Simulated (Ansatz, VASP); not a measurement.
# Hf in VASP and in Ansatz

```
Hf
1.0
    -1.77360    1.77360    1.77360
     1.77360   -1.77360    1.77360
     1.77360    1.77360   -1.77360
Hf
1
Direct
  0.00000 0.00000 0.00000
```

Alike in both runs: task single point; functional PBE; k mesh 16 × 16 × 16; no spin polarisation.

|  | VASP | Ansatz |
| --- | --- | --- |
| version | VASP 6.6.1 | Ansatz 0.2.0 |
| potentials or method | VASP PAW PBE potentials, release 64 (Hf_pv), cutoff 520 eV | all-electron LAPW, scalar-relativistic |
| occupations | methfessel-paxton of order 1, width 0.15 eV | cold, width 0.15 eV |

|  | VASP | Ansatz | Ansatz less VASP |
| --- | --- | --- | --- |
| pressure (GPa) | -0.6 | -0.3 | +0.31 |

Ansatz ran all-electron here, and VASP with PAW potentials.

Spin-orbit coupling is off throughout.
